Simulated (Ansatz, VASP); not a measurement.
## SnO in VASP and in Ansatz

```
CELL_PARAMETERS angstrom
0.00000 2.57280 2.57280
2.57280 0.00000 2.57280
2.57280 2.57280 0.00000
ATOMIC_POSITIONS crystal
Sn 0.00000 0.00000 0.00000
O 0.25000 0.25000 0.25000
```

Change from the starting cell: hydrostatic strain -5.0%.

Alike in both runs: task single point; functional HSE06; k mesh 6 × 6 × 6; occupations fermi-dirac, width 0.02 eV; no spin polarisation.

```csv
,VASP,Ansatz
version,VASP 6.6.1,Ansatz 0.2.0
potentials or method,"VASP PAW PBE potentials, release 64 (Sn_d, O)","plane waves, PAW"
plane-wave cutoff (eV),520,420
valence electrons in the cell,20,20
```

Ansatz gave:

* pressure (GPa): 12.5

Q: What did VASP give for the same quantities?

A: Pressure (GPa): 12.7.

Ansatz's warnings: filled band counts differ across k points, stress exchange threshold loose, stress scf threshold loose.
